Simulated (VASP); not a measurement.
A run of VASP 6.6.1 is set up as follows.

File INCAR:

```
PREC     = Accurate       # precision mode
ENCUT    = 560            # plane-wave cutoff, eV
EDIFF    = 1E-7           # SCF threshold, eV
ISMEAR   = -1             # smearing method
SIGMA    = 0.05           # smearing width, eV
LREAL    = F              # projectors in reciprocal space
LASPH    = T              # aspherical terms in the spheres
NELM     = 120            # most SCF steps
ALGO     = Normal         # electronic algorithm
ISIF     = 3              # what is computed and relaxed
LWAVE    = F              # write WAVECAR
LCHARG   = F              # write CHGCAR
GGA      = B5             # functional
ALDAX    = 1.0          
AGGAX    = 1.0          
AGGAC    = 1.0          
ALDAC    = 0.0          
IBRION   = 2              # ionic algorithm
NSW      = 60             # ionic steps
EDIFFG   = -0.01          # ionic threshold
GGA_COMPAT= F            
NELMIN   = 4
```

KPOINTS

```
Automatic mesh
0
Gamma
  8 8 3
```

File POSCAR:

```
Re
1.0
    2.7663873939      0.0000000000      0.0000000000
   -1.3831936969      2.3957617598      0.0000000000
    0.0000000000      0.0000000000      8.9388451600
Re
4
Direct
    0.6666666667      0.3333333333      0.7500000000
    0.0000000000      0.0000000000      0.5000000000
    0.3333333333      0.6666666667      0.2500000000
    0.0000000000      0.0000000000      0.0000000000
```

Potentials or basis: VASP PAW PBE potentials, release 64 (Re_sv_GW).

Launch:

```bash
$ cat potpaw_PBE.64/Re_sv_GW/POTCAR > POTCAR
$ mpirun -np 1 vasp_std > vasp.out
```

Problem. Estimate the space group after relaxing (to 0.1 Å).

Solution. P6_3/mmc (No. 194).

Problem. What does it give for the relaxed cell?

Solution. a = 2.815 Å, b = 2.815 Å, c = 9.049 Å, α = 90.00°, β = 90.00°, γ = 120.00°.

Problem. Estimate the relaxed volume.

Solution. 15.52 Å³/atom.

Final structure:
```
Re
1.0
     2.81456    0.00000    0.00000
    -1.40728    2.43748    0.00000
     0.00000    0.00000    9.04936
Re
4
Direct
  0.66667 0.33333 0.75000
  0.00000 0.00000 0.50000
  0.33333 0.66667 0.25000
  0.00000 0.00000 0.00000
```

Caveat: the PAW data sets were made with another functional, which shifts forces and pressure a little.
